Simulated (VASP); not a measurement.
# MgReP3 (C2/m) in VASP: relaxation of cell and atoms with PBE

Aim: the relaxation of cell and atoms of MgReP3 with PBE.

All numbers are computed with VASP 6.6.1; they aren't measurements. Logs are shortened: lines on timing, memory, paths and dates and some standing lists are left out, and cuts for length are marked.

### Step 1. The cell of the first run

Symmetry: C2/m, No. 12, monoclinic system. Conventional cell: a = 6.959 Å, b = 7.726 Å, c = 4.559 Å, α = 90.00°, β = 117.85°, γ = 90.00°. Within 3.5 Å of Mg (site symmetry 2/m) lie 6 P at 2.62 to 3.15 Å and 2 Re at 3.48 Å. Within 3.0 Å of Re (site symmetry 2/m) lie 2 P at 2.28 Å. P (site symmetry 2) has 2 P at 2.57 to 2.58 Å and 2 Mg at 2.62 Å and 4 Re at 3.40 to 3.44 Å within 3.5 Å. Within 3.0 Å of P (site symmetry 2/m) lie 2 Re at 2.28 Å and 2 P at 2.57 Å.

The cell was generated, and may not be a known phase.

### Step 2. Relaxation of cell and atoms, PBE

The input, INCAR:

```
SYSTEM = MgReP3
  PREC = Accurate
  ENCUT = 840
  EDIFF = 1E-7
  ISMEAR = 0
  SIGMA = 0.2
  LREAL = .FALSE.
  LASPH = .TRUE.
  NELM = 120
  ALGO = Normal
  ISIF = 3
  LWAVE = .FALSE.
  LCHARG = .FALSE.
  GGA = PE
  IBRION = 2
  NSW = 36
  EDIFFG = -0.08
  GGA_COMPAT = .FALSE.
  NELMIN = 4
```

The input, KPOINTS:

```
Automatic mesh
0
G
  4 4 4
  0 0 0
```

The input, POSCAR:

```
MgReP3
1.0
    3.4795105600     -3.8631120500      0.0000000000
    3.4795105600      3.8631120500      0.0000000000
   -2.1302309800      0.0000000000      4.0310342900
Mg Re P
1 1 3
Direct
    0.5000000000      0.5000000000      0.0000000000
    0.0000000000      0.0000000000      0.0000000000
    0.6668966300      0.3331033700      0.5000000000
    0.3331033700      0.6668966300      0.5000000000
    0.0000000000      0.0000000000      0.5000000000
```

Potentials or basis: VASP PAW PBE potentials, release 64 (Mg_sv, Re_sv_GW, P).

Run with:

```bash
cat potpaw_PBE.64/Mg_sv/POTCAR potpaw_PBE.64/Re_sv_GW/POTCAR potpaw_PBE.64/P/POTCAR > POTCAR
mpirun -np 1 vasp_std > vasp.out
```

OUTCAR:

```text
SYSTEM = MgReP3
   PREC = Accurate
   ENCUT = 840
   EDIFF = 1E-7
   ISMEAR = 0
   LREAL = .FALSE.
   LASPH = .TRUE.
   NELM = 120
   ISIF = 3
   GGA = PE
   IBRION = 2
   NSW = 36
   EDIFFG = -0.08
   NELMIN = 4

 ion  position               nearest neighbor table
   1  0.500  0.500  0.000-   3 2.62   4 2.62   3 2.62   4 2.62
   2  0.000  0.000  0.000-   5 2.28   5 2.28
   3  0.667  0.333  0.500-   5 2.57   4 2.58   1 2.62   1 2.62
   4  0.333  0.667  0.500-   5 2.57   3 2.58   1 2.62   1 2.62
   5  0.000  0.000  0.500-   2 2.28   2 2.28   4 2.57   3 2.57

  LATTYP: Found a base centered monoclinic cell.
 ALAT       =     6.9590211200
 B/A-ratio  =     1.1102458186
 C/A-ratio  =     0.6551624864
 COS(beta)  =    -0.4672287080

  Lattice vectors:

 A1 = (   3.4795105600,  -3.8631120500,   0.0000000000)
 A2 = (   3.4795105600,   3.8631120500,   0.0000000000)
 A3 = (  -2.1302309800,   0.0000000000,   4.0310342900)

Analysis of symmetry for initial positions (statically):
=====================================================================
 Subroutine PRICEL returns:
 Original cell was already a primitive cell.

 Routine SETGRP: Setting up the symmetry group for a
 base centered monoclinic supercell.

 Subroutine GETGRP returns: Found  4 space group operations
 (whereof  4 operations were pure point group operations)
 out of a pool of  4 trial point group operations.

The static configuration has the point symmetry C_2h.

Analysis of symmetry for dynamics (positions and initial velocities):
=====================================================================
 Subroutine PRICEL returns:
 Original cell was already a primitive cell.

 Routine SETGRP: Setting up the symmetry group for a
 base centered monoclinic supercell.

 Subroutine GETGRP returns: Found  4 space group operations
 (whereof  4 operations were pure point group operations)
 out of a pool of  4 trial point group operations.

The dynamic configuration has the point symmetry C_2h.

 Subroutine INISYM returns: Found  4 space group operations
 (whereof  4 operations are pure point group operations),
 and found     1 'primitive' translations

----------------------------------------------------------------------------------------

                                     Primitive cell

  volume of cell :     108.3682

  direct lattice vectors                    reciprocal lattice vectors
     3.479510560 -3.863112050  0.000000000     0.143698371 -0.129429329  0.075938506
     3.479510560  3.863112050  0.000000000     0.143698371  0.129429329  0.075938506
    -2.130230980  0.000000000  4.031034290     0.000000000  0.000000000  0.248075290

  length of vectors
     5.199098811  5.199098811  4.559289580     0.207768693  0.207768693  0.248075290

  position of ions in fractional coordinates (direct lattice)
     0.500000000  0.500000000  0.000000000
     0.000000000  0.000000000  0.000000000
     0.666896630  0.333103370  0.500000000
     0.333103370  0.666896630  0.500000000
     0.000000000  0.000000000  0.500000000

  ion indices of the primitive-cell ions
   primitive index   ion index
                 1           1
                 2           2
                 3           3
                 4           4
                 5           5

----------------------------------------------------------------------------------------

 KPOINTS: Automatic mesh

Automatic generation of k-mesh.
 Grid dimensions read from file:
 generate k-points for:    4    4    4

 Generating k-lattice:

  Cartesian coordinates                     Fractional coordinates (reciprocal lattice)
     0.035924593 -0.032357332  0.018984627     0.250000000  0.000000000  0.000000000
     0.035924593  0.032357332  0.018984627     0.000000000  0.250000000  0.000000000
     0.000000000  0.000000000  0.062018822     0.000000000  0.000000000  0.250000000

  Length of vectors
     0.051942173  0.051942173  0.062018822

  Shift w.r.t. Gamma in fractional coordinates (k-lattice)
     0.000000000  0.000000000  0.000000000

 Subroutine IBZKPT returns following result:
 ===========================================

 Found     24 irreducible k-points:

 Following reciprocal coordinates:
            Coordinates               Weight
  0.000000  0.000000  0.000000      1.000000
  0.250000 -0.000000  0.000000      4.000000
  0.500000 -0.000000  0.000000      2.000000
  0.250000  0.250000  0.000000      2.000000
  0.500000  0.250000  0.000000      4.000000
 -0.250000  0.250000  0.000000      2.000000
[... 16 lines left out ...]
 -0.250000  0.250000  0.500000      2.000000
  0.500000  0.500000  0.500000      1.000000
   k-points           NKPTS =     24   k-points in BZ     NKDIM =     24   number of bands    NBANDS=     24
   number of dos      NEDOS =    301   number of ions     NIONS =      5
   total plane-waves  NPLWV = 120000
   dimension x,y,z NGX =    50 NGY =   50 NGZ =   48
   dimension x,y,z NGXF=   100 NGYF=  100 NGZF=   96
   ions per type =               1   1   3
   NGX,Y,Z   is equivalent  to a cutoff of  15.99, 15.99, 17.50 a.u.
   NGXF,Y,Z  is equivalent  to a cutoff of  31.98, 31.98, 35.00 a.u.
 SYSTEM =  MgReP3
   PREC   = accura    normal or accurate (medium, high low for compatibility)
   ISTART =      0    job   : 0-new  1-cont  2-samecut
   ICHARG =      2    charge: 1-file 2-atom 10-const
   ISPIN  =      1    spin polarized calculation?
   LNONCOLLINEAR =      F non collinear calculations
   LSORBIT =      F    spin-orbit coupling
   LASPH  =      T    aspherical Exc in radial PAW
   ENCUT  =  840.0 eV  61.74 Ry    7.86 a.u.  12.29 12.29 10.77*2*pi/ulx,y,z
   NELM   =    120;   NELMIN=  4; NELMDL= -5     # of ELM steps
   EDIFF  = 0.1E-06   stopping-criterion for ELM
   LREAL  =      F    real-space projection
   EDIFFG = -.8E-01   stopping-criterion for IOM
   NSW    =     36    number of steps for IOM
   IBRION =      2    ionic relax: 0-MD 1-quasi-New 2-CG
   NFREE  =      1    steps in history (QN), initial steepest desc. (CG)
   ISIF   =      3    stress and relaxation
   ISYM   =      2    0-nonsym 1-usesym 2-fastsym
   POTIM  = 0.5000    time-step for ionic-motion
   TEBEG  =    0.0;   TEEND  =   0.0 temperature during run
   PSTRESS=    0.0 pullay stress
   NELECT =      40.0000    total number of electrons
   NUPDOWN=      -1.0000    fix difference up-down
   EMIN   =  10.00;   EMAX   =-10.00  energy-range for DOS
   EFERMI =   0.00;   METHOD = LEGACY
   ISMEAR =     0;   SIGMA  =   0.20  broadening in eV -4-tet -1-fermi 0-gaus
   EFERMI_NEDOS =   21; number of points for ismear=-14 and -15
   IALGO  =     38    algorithm
   IMIX   =      4    mixing-type and parameters
     AMIX     =   0.40;   BMIX     =  1.00
     AMIX_MAG =   1.60;   BMIX_MAG =  1.00
  volume/ion in A,a.u.               =      21.67       146.26
  Fermi-wavevector in a.u.,A,eV,Ry     =   1.174341  2.219182 18.763475  1.379076
  Thomas-Fermi vector in A             =   2.310739
   LORBIT       =      0    0 simple, 1 ext, 2 COOP (PROOUT), +10 PAW based schemes
   GGA     = PE    functional components
   LHFCALC =     F    Hartree Fock is set to
   AEXX    =    0.0000 exact exchange contribution
   IVDW    =     0    specifies the selected vdW correction
   LEPSILON=     F    determine dielectric tensor
   LRPA    =     F    only Hartree local field effects (RPA)
 conjugate gradient relaxation of ions
 non-spin polarized calculation
 Gauss-broadening in eV      SIGMA  =   0.20
  energy-cutoff  :      840.00
  volume of cell :      108.37
 maximum number of plane-waves:      6019
 NGX is ok and might be reduce to    50
   NGX = 25   NGY = 25   NGZ = 21

--------------------------------------- Ionic step        1  -------------------------------------------

 number of electron      40.0000006 magnetization

 Free energy of the ion-electron system (eV)
  ---------------------------------------------------
  ext. energy  EPLUGINS =         0.00000000
  ---------------------------------------------------
  free energy    TOTEN  =       -27.43585162 eV

  energy without entropy =      -27.35480387  energy(sigma->0) =      -27.39532774

 E-fermi :   4.9279     XC(G=0):  -9.7882

 val. band max:        4.9007617146   @ k =   0.5000  -0.0000   0.0000
 cond. band min:       4.9312837041   @ k =   0.2500  -0.0000   0.5000
 fundamental gap:      0.0305219895
 Fermi energy:         4.9279147030

 k-point     1 :       0.0000    0.0000    0.0000
  band No.  band energies     occupation
      1     -75.0304      2.00000
      2     -71.2332      2.00000
      3     -38.0160      2.00000
      4     -38.0057      2.00000
      5     -37.9547      2.00000
      6     -37.0176      2.00000
[... 747 lines left out ...]
  FREE ENERGIE OF THE ION-ELECTRON SYSTEM (eV)
  ---------------------------------------------------
  free  energy   TOTEN  =       -28.7298460992 eV

  energy  without entropy=      -28.6517676018  energy(sigma->0) =      -28.69080685

[... ionic steps 4 to 13 ...]

--------------------------------------- Ionic step       14  -------------------------------------------

 number of electron      40.0000000 magnetization

------------------------ aborting loop because EDIFF is reached ----------------------------------------

  FORCE on cell =-STRESS in cart. coord.  units (eV):
  Direction    XX          YY          ZZ          XY          YZ          ZX
  --------------------------------------------------------------------------------------
  -------------------------------------------------------------------------------------
  Total        0.1167376      0.3230507     -0.4496188      0.0000000      0.0000000     -0.5580953
  in kB        2.3218702      6.4253652     -8.9427592      0.0000000      0.0000000    -11.1003194
  external PRESSURE =      -0.0651746 kB  Pullay stress =       0.0000000 kB
[... 63 lines left out ...]
  energy  without entropy=      -30.3439801754  energy(sigma->0) =      -30.37105858

--------------------------------------- Ionic step       16  -------------------------------------------

 number of electron      40.0000000 magnetization

 Free energy of the ion-electron system (eV)
  ---------------------------------------------------
  ext. energy  EPLUGINS =         0.00000000
  ---------------------------------------------------
  free energy    TOTEN  =       -30.40279243 eV

  energy without entropy =      -30.34805468  energy(sigma->0) =      -30.37542355

 E-fermi :   8.0684     XC(G=0): -11.1773

 val. band max:        8.0673028976   @ k =   0.5000   0.2500   0.2500
 cond. band min:       8.1691650261   @ k =   0.5000   0.5000   0.0000
 fundamental gap:      0.1018621284
 Fermi energy:         8.0684264896

 k-point     1 :       0.0000    0.0000    0.0000
  band No.  band energies     occupation
      1     -72.1024      2.00000
      2     -67.7497      2.00000
      3     -34.5233      2.00000
      4     -34.5116      2.00000
      5     -34.5037      2.00000
      6     -34.0244      2.00000
[... 669 lines left out ...]
  FREE ENERGIE OF THE ION-ELECTRON SYSTEM (eV)
  ---------------------------------------------------
  free  energy   TOTEN  =       -30.4027924276 eV

  energy  without entropy=      -30.3480546754  energy(sigma->0) =      -30.37542355

 reached required accuracy - stopping structural energy minimisation
```

It took 17 min on 1 thread of Intel Xeon 6975P-C (Granite Rapids), shared host; peak memory 0.49 GiB.

What came out:

* Free energy: -30.4028 eV
* Relaxed volume: 16.09 Å³/atom
* Relaxed cell: a = 4.866 Å, b = 4.866 Å, c = 4.997 Å, α = 120.45°, β = 120.45°, γ = 92.46°
* Space group after relaxing (to 0.1 Å): Immm (No. 71)
* Energy gained by relaxing: 593.4 meV/atom
* Ionic steps: 16
* Pressure after relaxing: 0.3 GPa
* Largest force after relaxing: 0.049 eV/Å
* Band gap on the k mesh: zero (bands 20 and 21 overlap by 0.72 eV)

Forces in eV/Å, atoms in the order of the input:
```
Mg   0.000  0.000  0.000
Re   0.000  0.000  0.000
P    0.000  0.049  0.000
P    0.000 -0.049  0.000
P    0.000  0.000  0.000
```

Step by step:
| step | energy change (eV) | largest force (eV/Å) | pressure (GPa) | volume (Å³) |
| --- | --- | --- | --- | --- |
| 1 | 0.0000 | 0.6075 | -8.77 | 108.37 |
| 2 | -1.0988 | 0.3450 | -0.14 | 90.64 |
| 3 | -1.2940 | 0.0012 | 6.44 | 83.81 |
| 4 | -1.8935 | 0.5114 | 6.05 | 80.28 |
| 5 | -1.6893 | 3.5368 | 29.33 | 69.77 |
| 6 | -2.2756 | 1.1902 | 8.51 | 76.79 |
| 7 | -2.3373 | 1.9888 | 13.59 | 74.06 |
| 8 | -2.7873 | 0.8483 | 4.59 | 78.18 |
| 9 | -2.8586 | 0.1296 | -0.53 | 82.05 |
| 10 | -2.8644 | 0.2446 | 0.27 | 81.30 |
| 11 | -2.8646 | 0.2692 | 0.42 | 81.15 |
| 12 | -2.8955 | 0.1771 | -0.24 | 81.32 |
| 13 | -2.9382 | 0.0628 | -1.86 | 81.75 |
| 14 | -2.9602 | 0.0514 | -0.01 | 80.55 |
| 15 | -2.9623 | 0.0489 | 0.71 | 80.11 |
| 16 | -2.9669 | 0.0488 | 0.29 | 80.46 |

Final structure:
```yaml
crystal:
  lattice:
    - [3.29622, -3.51354, -0.68214]
    - [3.29622, 3.51354, -0.68214]
    - [-2.89465, 0.00000, 4.07277]
  atoms:
    - { symbol: Mg, position: [0.50000, 0.50000, 0.00000] }
    - { symbol: Re, position: [0.00000, 0.00000, 0.00000] }
    - { symbol: P, position: [0.66919, 0.33081, 0.50000] }
    - { symbol: P, position: [0.33081, 0.66919, 0.50000] }
    - { symbol: P, position: [0.00000, 0.00000, 0.50000] }
```

Caveat: the k points lie up to 0.41 Å⁻¹ apart in the final cell, too coarse for converged energies and pressures of a metal; the volume moved by over 15 % at a fixed basis, so the end points are rough; spin-orbit coupling is left out, which moves the levels of the heavy elements; the relaxation stopped at a loose force limit of 0.08 eV/Å, so its end isn't a converged minimum.

The gap in the log of VASP goes by the Fermi energy; the results here count the filled bands.